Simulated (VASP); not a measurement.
# LiBBr4 (P4/mmm) in VASP: relaxation of cell and atoms with PBE

Aim: the relaxation of cell and atoms of LiBBr4 with PBE.

Program: VASP 6.6.1. These are calculated values, not measurements. Logs are shortened: lines on timing, memory, paths and dates and some standing lists are left out, and cuts for length are marked.

## Step 1: The cell of the first run

The structure is tetragonal, space group P4/mmm (No. 123). Conventional cell: a = 5.247 Å, b = 5.247 Å, c = 7.749 Å, α = 90.00°, β = 90.00°, γ = 90.00°. Li (site symmetry 4/mmm) has 6 Br at 2.62 to 2.65 Å within 3.5 Å. Within 5.1 Å of B (site symmetry 4/mmm) lie 16 Br at 3.91 to 4.68 Å. Br (site symmetry 4mm) has 1 Br at 2.45 Å and 1 Li at 2.65 Å within 3.2 Å. Within 3.5 Å of Br (site symmetry mmm) lie 2 Li at 2.62 Å.

## Step 2: Relaxation of cell and atoms, PBE

Contents of INCAR:

```
SYSTEM = LiBBr4
PREC = Accurate ; ENCUT = 600
EDIFF = 1E-7 ; ISMEAR = 0
SIGMA = 0.1 ; LREAL = .False.
LASPH = .True. ; NELM = 100
ALGO = Normal ; ISIF = 3
LWAVE = .False. ; LCHARG = .False.
GGA = PE ; IBRION = 2
NSW = 100 ; EDIFFG = -0.01
```

Contents of KPOINTS:

```
regular mesh
0
Gamma
  8 8 6
  0 0 0
```

Contents of POSCAR:

```
LiBBr4
1.0
    5.2470000000      0.0000000000      0.0000000000
    0.0000000000      5.2470000000      0.0000000000
    0.0000000000      0.0000000000      7.7494897400
Li B Br
1 1 4
Direct
    0.0000000000      0.0000000000      0.0000000000
    0.5000000000      0.5000000000      0.5000000000
    0.0000000000      0.0000000000      0.6580420000
    0.5000000000      0.0000000000      0.0000000000
    0.0000000000      0.5000000000      0.0000000000
    0.0000000000      0.0000000000      0.3419580000
```

Potentials or basis: VASP PAW PBE potentials, release 64 (Li_sv, B, Br).

Command:

```
$ cat potpaw_PBE.64/Li_sv/POTCAR potpaw_PBE.64/B/POTCAR potpaw_PBE.64/Br/POTCAR > POTCAR
$ mpirun -np 1 vasp_std > vasp.out
```

OUTCAR:

```text
SYSTEM = LiBBr4
   PREC = Accurate
   ENCUT = 600
   EDIFF = 1E-7
   ISMEAR = 0
   LREAL = .False.
   LASPH = .True.
   NELM = 100
   ISIF = 3
   GGA = PE
   IBRION = 2
   NSW = 100
   EDIFFG = -0.01

 ion  position               nearest neighbor table
   1  0.000  0.000  0.000-   4 2.62   5 2.62   5 2.62   4 2.62   3 2.65   6 2.65
   2  0.500  0.500  0.500-
   3  0.000  0.000  0.658-   6 2.45   1 2.65
   4  0.500  0.000  0.000-   1 2.62   1 2.62
   5  0.000  0.500  0.000-   1 2.62   1 2.62
   6  0.000  0.000  0.342-   3 2.45   1 2.65

  LATTYP: Found a simple tetragonal cell.
 ALAT       =     5.2470000000
 C/A-ratio  =     1.4769372480

  Lattice vectors:

 A1 = (   5.2470000000,   0.0000000000,   0.0000000000)
 A2 = (   0.0000000000,   5.2470000000,   0.0000000000)
 A3 = (   0.0000000000,   0.0000000000,   7.7494897400)

Analysis of symmetry for initial positions (statically):
=====================================================================
 Subroutine PRICEL returns:
 Original cell was already a primitive cell.

 Routine SETGRP: Setting up the symmetry group for a
 simple tetragonal supercell.

 Subroutine GETGRP returns: Found 16 space group operations
 (whereof 16 operations were pure point group operations)
 out of a pool of 16 trial point group operations.

The static configuration has the point symmetry D_4h.

Analysis of symmetry for dynamics (positions and initial velocities):
=====================================================================
 Subroutine PRICEL returns:
 Original cell was already a primitive cell.

 Routine SETGRP: Setting up the symmetry group for a
 simple tetragonal supercell.

 Subroutine GETGRP returns: Found 16 space group operations
 (whereof 16 operations were pure point group operations)
 out of a pool of 16 trial point group operations.

The dynamic configuration has the point symmetry D_4h.

 Subroutine INISYM returns: Found 16 space group operations
 (whereof 16 operations are pure point group operations),
 and found     1 'primitive' translations

----------------------------------------------------------------------------------------

                                     Primitive cell

  volume of cell :     213.3513

  direct lattice vectors                    reciprocal lattice vectors
     5.247000000  0.000000000  0.000000000     0.190585096  0.000000000  0.000000000
     0.000000000  5.247000000  0.000000000     0.000000000  0.190585096  0.000000000
[... 116 lines left out ...]
  Thomas-Fermi vector in A             =   2.008886
   LORBIT       =      0    0 simple, 1 ext, 2 COOP (PROOUT), +10 PAW based schemes
   GGA     = PE    functional components
   LHFCALC =     F    Hartree Fock is set to
   AEXX    =    0.0000 exact exchange contribution
   IVDW    =     0    specifies the selected vdW correction
   LEPSILON=     F    determine dielectric tensor
   LRPA    =     F    only Hartree local field effects (RPA)
 conjugate gradient relaxation of ions
 non-spin polarized calculation
 Gauss-broadening in eV      SIGMA  =   0.10
  energy-cutoff  :      600.00
  volume of cell :      213.35
 maximum number of plane-waves:      7159
 NGX is ok and might be reduce to    42
   NGX = 21   NGY = 21   NGZ = 31

--------------------------------------- Ionic step        1  -------------------------------------------

 number of electron      33.9999998 magnetization

 Free energy of the ion-electron system (eV)
  ---------------------------------------------------
  ext. energy  EPLUGINS =         0.00000000
  ---------------------------------------------------
  free energy    TOTEN  =       -11.30522940 eV

  energy without entropy =      -11.26656114  energy(sigma->0) =      -11.28589527

------------------------ aborting loop because EDIFF is reached ----------------------------------------

  FORCE on cell =-STRESS in cart. coord.  units (eV):
  Direction    XX          YY          ZZ          XY          YZ          ZX
  --------------------------------------------------------------------------------------
  -------------------------------------------------------------------------------------
  Total       -2.0682857     -2.0682857      2.6974061      0.0000000      0.0000000      0.0000000
  in kB      -15.5319459    -15.5319459     20.2563728      0.0000000      0.0000000      0.0000000
  external PRESSURE =      -3.6025064 kB  Pullay stress =       0.0000000 kB
[... 101 lines left out ...]
  FREE ENERGIE OF THE ION-ELECTRON SYSTEM (eV)
  ---------------------------------------------------
  free  energy   TOTEN  =       -11.6801161135 eV

  energy  without entropy=      -11.6346024409  energy(sigma->0) =      -11.65735928

[... ionic steps 4 to 10 ...]

--------------------------------------- Ionic step       11  -------------------------------------------

 number of electron      33.9999993 magnetization

------------------------ aborting loop because EDIFF is reached ----------------------------------------
[... 75 lines left out ...]
--------------------------------------- Ionic step       13  -------------------------------------------

 number of electron      33.9999992 magnetization

 Free energy of the ion-electron system (eV)
  ---------------------------------------------------
  ext. energy  EPLUGINS =         0.00000000
  ---------------------------------------------------
  free energy    TOTEN  =       -11.79210133 eV

  energy without entropy =      -11.74608670  energy(sigma->0) =      -11.76909401

 E-fermi :  -0.8240     XC(G=0):  -7.1891

 val. band max:       -0.8245365450   @ k =   0.5000   0.2500   0.1667
 cond. band min:      -0.8214456552   @ k =   0.3750   0.1250   0.5000
 fundamental gap:      0.0030908897
 Fermi energy:        -0.8239532918

 k-point     1 :       0.0000    0.0000    0.0000
  band No.  band energies     occupation
      1     -45.1665      2.00000
      2     -15.4028      2.00000
      3     -14.9526      2.00000
      4     -14.3932      2.00000
      5     -13.8711      2.00000
      6      -6.4936      2.00000
[... 565 lines left out ...]
     20      -0.1458      0.00000
     21       0.0669      0.00000

 [... further k-points ...]

------------------------ aborting loop because EDIFF is reached ----------------------------------------

  FORCE on cell =-STRESS in cart. coord.  units (eV):
  Direction    XX          YY          ZZ          XY          YZ          ZX
  --------------------------------------------------------------------------------------
  -------------------------------------------------------------------------------------
  Total       -0.0131657     -0.0131657      0.0482547      0.0000000     -0.0000000      0.0000000
  in kB       -0.1059260     -0.1059260      0.3882395      0.0000000     -0.0000000      0.0000000
  external PRESSURE =       0.0587958 kB  Pullay stress =       0.0000000 kB
[... 21 lines left out ...]
  FREE ENERGIE OF THE ION-ELECTRON SYSTEM (eV)
  ---------------------------------------------------
  free  energy   TOTEN  =       -11.7921013296 eV

  energy  without entropy=      -11.7460866981  energy(sigma->0) =      -11.76909401

 reached required accuracy - stopping structural energy minimisation
```

OSZICAR:

```text
N       E                     dE             d eps       ncg     rms          rms(c)
DAV:   1     0.247744650148E+03    0.24774E+03   -0.13453E+04  2520   0.149E+03
[... 182 lines left out ...]
DAV:   1    -0.117924478277E+02   -0.43600E-03   -0.15947E-02  2520   0.665E-01    0.133E-01
DAV:   2    -0.117935358151E+02   -0.10880E-02   -0.82742E-03  3206   0.264E-01    0.288E-01
DAV:   3    -0.117921237695E+02    0.14120E-02   -0.37178E-03  3203   0.190E-01    0.311E-02
DAV:   4    -0.117921041443E+02    0.19625E-04   -0.14913E-04  2520   0.611E-02    0.137E-02
DAV:   5    -0.117921017040E+02    0.24403E-05   -0.78842E-06  3327   0.156E-02    0.801E-03
DAV:   6    -0.117921013217E+02    0.38233E-06   -0.18558E-06  3029   0.827E-03    0.317E-03
DAV:   7    -0.117921013296E+02   -0.79108E-08   -0.29093E-07  1926   0.313E-03
  13 F= -.11792101E+02 E0= -.11769094E+02  d E =-.894288E-04
```

CONTCAR:

```text
LiBBr4
   1.00000000000000
     4.6778886867187861   -0.0000000000000000    0.0000000000000000
    -0.0000000000000000    4.6778886867187861   -0.0000000000000000
     0.0000000000000000    0.0000000000000000    9.1002005766032266
  Li              B               Br
     1     1     4
Direct
     0.0000000000000000    1.0000000000000000    0.0000000000000000
     0.5000000000000000    0.5000000000000000    0.5000000000000000
     0.0000000000000000    1.0000000000000000    0.6520113704009020
     0.5000000000000000    1.0000000000000000    0.0000000000000000
     0.0000000000000000    0.5000000000000000    0.0000000000000000
     0.0000000000000000    0.0000000000000000    0.3479886295990978

  0.00000000E+00  0.00000000E+00  0.00000000E+00
  0.00000000E+00  0.00000000E+00  0.00000000E+00
  0.00000000E+00  0.00000000E+00  0.00000000E+00
  0.00000000E+00  0.00000000E+00  0.00000000E+00
  0.00000000E+00  0.00000000E+00  0.00000000E+00
  0.00000000E+00  0.00000000E+00  0.00000000E+00
```

Run time: 76 min. Hardware: 1 thread of Intel Xeon Platinum 8259CL at 2.50GHz (Skylake/Cascade Lake), shared host; peak memory 0.57 GiB.

Results:

- Free energy: -11.7921 eV
- Relaxed volume: 33.19 Å³/atom
- Relaxed cell: a = 4.678 Å, b = 4.678 Å, c = 9.100 Å, α = 90.00°, β = 90.00°, γ = 90.00°
- Space group after relaxing (to 0.05 Å): P4/mmm (No. 123)
- Energy gained by relaxing: 81.1 meV/atom
- Ionic steps: 13
- Pressure after relaxing: 0.0 GPa
- Largest force after relaxing: 0.010 eV/Å
- Band gap on the k mesh: zero (band 17 reaches -0.73 eV, above the bottom of band 18 at -0.94 eV)

Forces in eV/Å, atoms in the order of the input:
```
Li   0.000  0.000  0.000
B    0.000  0.000  0.000
Br   0.000  0.000 -0.010
Br   0.000  0.000  0.000
Br   0.000  0.000  0.000
Br   0.000  0.000  0.010
```

Step by step:
```
step  energy change (eV)  largest force (eV/Å)  pressure (GPa)  volume (Å³)
   1              0.0000                0.1773           -0.36       213.35
   2             -0.1209                0.1631           -0.46       210.79
   3             -0.3749                0.0505           -0.30       202.04
   4             -0.2159                0.0686            2.73       180.45
   5             -0.4501                0.2526            0.17       196.37
   6             -0.4624                0.3012            0.79       191.10
   7             -0.4657                0.3107            0.63       192.35
   8             -0.4830                0.1554           -0.05       199.14
   9             -0.4857                0.0426            0.12       197.27
  10             -0.4857                0.0360            0.13       197.18
  11             -0.4867                0.0175            0.03       198.60
  12             -0.4868                0.0125            0.01       198.99
  13             -0.4869                0.0099            0.01       199.14
```

Final structure:
```
Li B Br
1.0
     4.67789    0.00000    0.00000
     0.00000    4.67789    0.00000
     0.00000    0.00000    9.10020
Li B Br
1 1 4
Direct
  0.00000 0.00000 0.00000
  0.50000 0.50000 0.50000
  0.00000 0.00000 0.65201
  0.50000 0.00000 0.00000
  0.00000 0.50000 0.00000
  0.00000 0.00000 0.34799
```

Caveat: the cutoff is under 1.25 times the usual one of these potentials, so pressure, stress and relaxed cells hold a basis-set (Pulay) error.
